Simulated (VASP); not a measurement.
# Mn (P6_3/mmc) in VASP: further runs, part 2 of 2

VASP 6.6.1. Earlier steps stand in the parts before.

**3. Single point, PBE, collinear spin, zero start**

INCAR reads:

```
PREC     = Accurate       # precision mode
ENCUT    = 520            # plane-wave cutoff, eV
EDIFF    = 1E-6           # SCF threshold, eV
ISMEAR   = -1             # smearing method
SIGMA    = 0.05           # smearing width, eV
LREAL    = False          # projectors in reciprocal space
LASPH    = True           # aspherical terms in the spheres
NELM     = 150            # most SCF steps
ALGO     = Normal         # electronic algorithm
ISIF     = 2              # what is computed and relaxed
LWAVE    = False          # write WAVECAR
LCHARG   = True           # write CHGCAR
ISPIN    = 2              # spin polarisation
MAGMOM   = 0 0            # initial moments
LORBIT   = 11             # projections on sites
NUPDOWN  = 0.0            # fixed moment
LMAXMIX  = 4              # l up to which the mixer works
GGA      = PE             # functional
LELF     = True           # ELF
LVHAR    = True         
NBANDS   = 24             # bands
```

KPOINTS reads:

```
regular mesh
0
Gamma
  12 12 7
```

POSCAR reads:

```
Mn
1.0
    2.4836457705      0.0000000000      0.0000000000
   -1.2418228853      2.1509003313      0.0000000000
    0.0000000000      0.0000000000      4.0261950000
Mn
2
Direct
    0.3333333333      0.6666666667      0.2500000000
    0.6666666667      0.3333333333      0.7500000000
```

Potentials or basis: VASP PAW PBE potentials, release 64 (Mn_pv).

The run is started by

```bash
$ cat potpaw_PBE.64/Mn_pv/POTCAR > POTCAR
$ mpirun -np 1 vasp_std > vasp.out
```

Wall time 33 s (1 thread of AMD EPYC 9R14 (Zen 4), shared host); peak memory 0.14 GiB.

The run converged. Its results:

| Property | Result |
| --- | --- |
| Free energy | -17.8987 eV |
| Pressure | -1.3 GPa |
| Net moment | 0.00 μB per cell |
| Valence electrons inside the program's atomic spheres | Mn 11.98 |

Stress tensor (GPa, compression positive):
```
-1.13  0.00  0.00
 0.00 -1.13  0.00
 0.00  0.00 -1.55
```

Caveat: the total moment is fixed, so each spin has its own Fermi level.

**4. Single point, PBE, collinear spin, ferromagnetic start**

INCAR reads:

```
SYSTEM = Mn
PREC = Accurate
ENCUT = 520
EDIFF = 1E-7
ISMEAR = -1
SIGMA = 0.05
LREAL = .FALSE.
LASPH = .TRUE.
NELM = 150
ALGO = Fast
ISIF = 2
LWAVE = .FALSE.
LCHARG = .TRUE.
ISPIN = 2
MAGMOM = 1 1
LORBIT = 11
NUPDOWN = 2.0
LMAXMIX = 4
GGA = PE
LELF = .TRUE.
LVHAR = .TRUE.
NBANDS = 24
```

KPOINTS reads:

```
regular mesh
0
G
  12 12 7
  0 0 0
```

POSCAR is that of step 3.

Potentials or basis: VASP PAW PBE potentials, release 64 (Mn_pv).

The run is started by

```bash
$ cat potpaw_PBE.64/Mn_pv/POTCAR > POTCAR
$ mpirun -np 1 vasp_std > vasp.out
```

OUTCAR:

```text
SYSTEM = Mn
   PREC = Accurate
   ENCUT = 520
   EDIFF = 1E-7
   ISMEAR = -1
   LREAL = .FALSE.
   LASPH = .TRUE.
   NELM = 150
   ISIF = 2
   ISPIN = 2
   LORBIT = 11
   NUPDOWN = 2.0
   GGA = PE

 ion  position               nearest neighbor table
   1  0.333  0.667  0.250-   2 2.47   2 2.47   2 2.47   2 2.47   2 2.47   2 2.47
   2  0.667  0.333  0.750-   1 2.47   1 2.47   1 2.47   1 2.47   1 2.47   1 2.47

  LATTYP: Found a hexagonal cell.
 ALAT       =     2.4836457705
 C/A-ratio  =     1.6210826229

  Lattice vectors:

 A1 = (   2.4836457705,   0.0000000000,   0.0000000000)
 A2 = (  -1.2418228853,   2.1509003313,   0.0000000000)
[... 1513 lines left out ...]

 VOLUME and BASIS-vectors are now :
 -----------------------------------------------------------------------------
  energy-cutoff  :      520.00
  volume of cell :       21.51
      direct lattice vectors                 reciprocal lattice vectors
     2.483645770  0.000000000  0.000000000     0.402633907  0.232460795  0.000000000
    -1.241822885  2.150900331  0.000000000     0.000000000  0.464921589  0.000000000
     0.000000000  0.000000000  4.026195000     0.000000000  0.000000000  0.248373464

 POSITION                                       TOTAL-FORCE (eV/Angst)
 -----------------------------------------------------------------------------------
     -0.00000      1.43393      1.00655        -0.000000      0.000000      0.000000
      1.24182      0.71697      3.01965         0.000000     -0.000000      0.000000
 -----------------------------------------------------------------------------------
    total drift:                               -0.000000      0.000000     -0.000000

  FREE ENERGIE OF THE ION-ELECTRON SYSTEM (eV)
  ---------------------------------------------------
  free  energy   TOTEN  =       -17.6529076806 eV

  energy  without entropy=      -17.6247646367  energy(sigma->0) =      -17.63883616

 total charge

# of ion       s       p       d       tot
------------------------------------------
    1        0.427   6.397   5.163  11.987
    2        0.427   6.397   5.163  11.987
--------------------------------------------------
tot          0.854  12.795  10.326  23.974

 magnetization (x)

# of ion       s       p       d       tot
------------------------------------------
    1       -0.001   0.022   0.944   0.965
    2       -0.001   0.022   0.944   0.965
--------------------------------------------------
tot         -0.003   0.043   1.889   1.930
```

OSZICAR:

```text
N       E                     dE             d eps       ncg     rms          rms(c)
DAV:   1     0.245446197333E+03    0.24545E+03   -0.14834E+04  7464   0.154E+03
DAV:   2    -0.108213842602E+02   -0.25627E+03   -0.24430E+03  7432   0.400E+02
DAV:   3    -0.207038092186E+02   -0.98824E+01   -0.98325E+01  8192   0.888E+01
DAV:   4    -0.207831192820E+02   -0.79310E-01   -0.79306E-01  8088   0.786E+00
DAV:   5    -0.207842799080E+02   -0.11606E-02   -0.11606E-02  8304   0.966E-01    0.184E+01
RMM:   6    -0.177684495110E+02    0.30158E+01   -0.79283E+00  8391   0.254E+01    0.352E+00
RMM:   7    -0.176747077834E+02    0.93742E-01   -0.21542E-01  8645   0.425E+00    0.192E+00
RMM:   8    -0.176642340792E+02    0.10474E-01   -0.10520E-02  8845   0.111E+00    0.686E-01
RMM:   9    -0.176530952449E+02    0.11139E-01   -0.20559E-03  8695   0.465E-01    0.143E-01
RMM:  10    -0.176529189572E+02    0.17629E-03   -0.58270E-04  8824   0.250E-01    0.346E-02
RMM:  11    -0.176529216299E+02   -0.26727E-05   -0.77545E-05  9483   0.912E-02    0.256E-02
RMM:  12    -0.176529085836E+02    0.13046E-04   -0.11386E-05  9271   0.344E-02    0.547E-03
RMM:  13    -0.176529054799E+02    0.31038E-05   -0.37149E-06  9335   0.177E-02    0.331E-03
RMM:  14    -0.176529076767E+02   -0.21969E-05   -0.74258E-07  7506   0.700E-03    0.133E-03
RMM:  15    -0.176529076806E+02   -0.38217E-08   -0.67739E-08  5259   0.217E-03
   1 F= -.17652908E+02 E0= -.17638836E+02  d E =-.281430E-01  mag=     2.0000
```

Run time: 45 s. Hardware: 1 thread of AMD EPYC 9R14 (Zen 4), shared host; peak memory 0.14 GiB.

Results:

```
Free energy                                           : -17.6529 eV
Pressure                                              : 5.8 GPa
Net moment                                            : 2.00 μB per cell
Site moments                                          : Mn +0.96 μB
Valence electrons inside the program's atomic spheres : Mn 11.99
```

Caveat: the total moment is fixed, so each spin has its own Fermi level.

**5. Single point, PBE, collinear spin, ferromagnetic start**

INCAR reads:

```
SYSTEM = Mn
ALGO = Normal ; EDIFF = 1E-6
ENCUT = 520 ; GGA = PE
ISIF = 2 ; ISMEAR = -1
ISPIN = 2 ; LASPH = .TRUE.
LCHARG = .TRUE. ; LELF = .TRUE.
LMAXMIX = 4 ; LORBIT = 11
LREAL = .FALSE. ; LVHAR = .TRUE.
LWAVE = .FALSE. ; MAGMOM = 2 2
NBANDS = 24 ; NELM = 150
NUPDOWN = 4.0 ; PREC = Accurate
SIGMA = 0.05
```

KPOINTS reads:

```
k-points
0
G
  12 12 7
  0 0 0
```

POSCAR is that of step 4.

The run is started by

```bash
$ cat potpaw_PBE.64/Mn_pv/POTCAR > POTCAR
$ mpirun -np 1 vasp_std > vasp.out
```

Run time: 37 s. Hardware: 1 thread of AMD EPYC 9R14 (Zen 4), shared host; peak memory 0.14 GiB.

It converged, with:

```
Free energy                                           : -17.0135 eV
Pressure                                              : 26.5 GPa
Net moment                                            : 4.00 μB per cell
Site moments                                          : Mn +1.93 μB
Valence electrons inside the program's atomic spheres : Mn 12.00
```

Stress tensor (GPa, compression positive):
```
24.05  0.00  0.00
 0.00 24.05  0.00
 0.00  0.00 31.46
```

Caveat: the total moment is fixed, so each spin has its own Fermi level.

**6. Single point, PBE, collinear spin, ferromagnetic start**

INCAR reads:

```
SYSTEM = Mn
PREC     = Accurate       ! precision mode
ENCUT    = 520            ! plane-wave cutoff, eV
EDIFF    = 1E-6           ! SCF threshold, eV
ISMEAR   = -1             ! smearing method
SIGMA    = 0.05           ! smearing width, eV
LREAL    = .False.        ! projectors in reciprocal space
LASPH    = .True.         ! aspherical terms in the spheres
NELM     = 150            ! most SCF steps
ALGO     = Normal         ! electronic algorithm
ISIF     = 2              ! what is computed and relaxed
LWAVE    = .False.        ! write WAVECAR
LCHARG   = .False.        ! write CHGCAR
ISPIN    = 2              ! spin polarisation
MAGMOM   = 3 3            ! initial moments
LORBIT   = 11             ! projections on sites
NUPDOWN  = 6.0            ! fixed moment
LMAXMIX  = 4              ! l up to which the mixer works
GGA      = PE             ! functional
NBANDS   = 24             ! bands
```

KPOINTS reads:

```
regular mesh
0
Gamma
  12 12 7
  0 0 0
```

POSCAR is that of step 5.

Potentials or basis: VASP PAW PBE potentials, release 64 (Mn_pv).

The run is started by

```bash
$ cat potpaw_PBE.64/Mn_pv/POTCAR > POTCAR
$ mpirun -np 1 vasp_std > vasp.out
```

Run time: 36 s. Hardware: 1 thread of AMD EPYC 9R14 (Zen 4), shared host; peak memory 0.14 GiB.

Results (log left out):

```yaml
Free_energy: -16.1469 eV
Pressure: 58.6 GPa
Net_moment: 6.00 μB per cell
Site_moments: Mn +2.89 μB
Valence_electrons_inside_the_program's_atomic_spheres: Mn 12.01
```

Stress tensor (GPa, compression positive):
```
56.86  0.00  0.00
 0.00 56.86  0.00
 0.00  0.00 62.13
```

Caveat: the total moment is fixed, so each spin has its own Fermi level.

**7. Overview**

```csv
level,potentials or basis,spin,fixed moment (μB),k mesh,cutoff (eV),second run,pressure (GPa),moment (μB)
PBEsol,"VASP PAW PBE potentials, release 64 (Mn_sv)","collinear, ferromagnetic start",8.0,10 × 10 × 6,600,valence_matched,89.8,8.00
PBE,"VASP PAW PBE potentials, release 64 (Mn_pv)","collinear, zero start",0.0,12 × 12 × 7,520,-,-1.3,0.00
PBE,"VASP PAW PBE potentials, release 64 (Mn_pv)","collinear, ferromagnetic start",2.0,12 × 12 × 7,520,-,5.8,2.00
PBE,"VASP PAW PBE potentials, release 64 (Mn_pv)","collinear, ferromagnetic start",4.0,12 × 12 × 7,520,-,26.5,4.00
PBE,"VASP PAW PBE potentials, release 64 (Mn_pv)","collinear, ferromagnetic start",6.0,12 × 12 × 7,520,-,58.6,6.00
```

Alike in all rows: task single point; cell as given; smearing fermi-dirac 0.05 eV.

Caveats: the total moment is fixed, so each spin has its own Fermi level; the PAW data sets were made with another functional, which shifts forces and pressure a little (some runs).

Total energies depend on the potentials used, so only differences within one code and one set of settings carry meaning.
